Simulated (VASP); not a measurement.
Set up this calculation in VASP 6.6.1, as the native input.

```
Task                   : single point
Functional             : PBE
Potentials or basis    : VASP PAW PBE potentials, release 64 (Li_sv, Nb_sv, P)
Cutoff                 : 520 eV
k mesh                 : 4 × 4 × 4
Occupations            : gaussian, width 0.1 eV
Spin                   : no spin polarisation
Dipole correction      : no
Further INCAR settings : ALGO = Normal; EDIFF = 1e-06; NBANDS = 32
```

The structure of LiNb3P lies in POSCAR:

```
LiNb3P
1.0
    4.6607594442      0.0000000000      0.0000000000
    0.0000000000      4.6607594442      0.0000000000
    0.0000000000      0.0000000000      4.6607594442
Li Nb P
1 3 1
Direct
    0.0000000000      0.0000000000      0.0000000000
    0.0000000000      0.5000000000      0.5000000000
    0.5000000000      0.0000000000      0.5000000000
    0.5000000000      0.5000000000      0.0000000000
    0.5000000000      0.5000000000      0.5000000000
```

These files were run (other wordings do the same):

INCAR

```
PREC = Accurate
ENCUT = 520
EDIFF = 1E-6
ISMEAR = 0
SIGMA = 0.1
LREAL = False
LASPH = True
NELM = 100
ALGO = Normal
ISIF = 2
LWAVE = False
LCHARG = True
GGA = PE
LELF = True
LVHAR = True
NBANDS = 32
```

KPOINTS

```
Automatic mesh
0
Gamma
  4 4 4
```

Potentials or basis: VASP PAW PBE potentials, release 64 (Li_sv, Nb_sv, P).

The run is started by

```sh
$ cat potpaw_PBE.64/Li_sv/POTCAR potpaw_PBE.64/Nb_sv/POTCAR potpaw_PBE.64/P/POTCAR > POTCAR
$ mpirun -np 1 vasp_std > vasp.out
```

It took 14 s on 1 thread of Intel(R) Xeon(R) 6975P-C (Granite Rapids), on a shared host, peak memory 0.2 GiB.
